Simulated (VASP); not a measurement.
Input of a VASP 6.6.1 run:

The input INCAR:

```
ALGO = Normal ; DIPOL = 0.5 0.5 0.336
EDIFF = 1E-6 ; ENCUT = 520
GGA = PE ; IDIPOL = 3
ISIF = 2 ; ISMEAR = -1
LASPH = T ; LCHARG = F
LDIPOL = T ; LREAL = F
LWAVE = F ; NBANDS = 18
NELM = 80 ; PREC = Accurate
SIGMA = 0.02
```

Contents of KPOINTS:

```
k-points
0
Gamma
  6 8 1
```

File POSCAR:

```
As
1.0
    4.6871599937      0.0000000000      0.0000000000
    0.0000000000      3.5430517501      0.0000000000
    0.0000000000      0.0000000000     28.2703730404
As
4
Direct
    0.0706068855      0.0000000000      0.3780525483
    0.4293931145      0.5000000000      0.3780525483
    0.5706068855      0.5000000000      0.2940291386
    0.9293931145      0.0000000000      0.2940291386
```

Potentials or basis: VASP PAW PBE potentials, release 64 (As).

The run is started by

```bash
$ cat potpaw_PBE.64/As/POTCAR > POTCAR
$ mpirun -np 1 vasp_std > vasp.out
```

(1) What does it give for the largest force?

(2) Predict the band gap on the k mesh.

Answers

(1) 0.452 eV/Å.

(2) 0.64 eV.

Caveat: the cell differs from its parent crystal (strain -2.5%); semilocal functionals underestimate gaps, and a narrow one can read as zero.
